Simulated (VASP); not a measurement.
NiO2:

```
Ni O
1.0
     2.79878    0.00000    0.00000
    -1.39939    2.42382    0.00000
     0.00000    0.00000    4.61827
Ni O
1 2
Direct
  0.00000 0.00000 0.50000
  0.66667 0.33333 0.70604
  0.33333 0.66667 0.29396
```

Base run:

- Program: VASP 6.6.1
- Functional: LDA
- Potentials or basis: VASP PAW LDA potentials, release 64 (Ni, O)
- Cutoff: 520 eV
- k mesh: 12 × 12 × 7
- Occupations: fermi-dirac, width 0.1 eV
- Spin: collinear spin, ferromagnetic start
- Starting moments: [0.56, 0.18, 0.18] μB
- Fixed moment: 0.9 μB

Its results: pressure -5.7 GPa; site moments Ni +0.50; O +0.17 μB; largest force 0.557 eV/Å.

Q: The run is repeated on the same cell with these changes: fixed moment from 0.9 μB to 0.4 μB; moments at the start from [0.56, 0.18, 0.18] to [0.25, 0.08, 0.08]. What comes out?

A: Pressure -8.6 GPa; site moments Ni +0.23; O +0.07 μB; largest force 0.709 eV/Å.

Caveats: the cell stands under tension; the total moment is fixed, so each spin has its own Fermi level; a cell with one magnetic atom can't hold antiferromagnetic order, which such compounds often take.
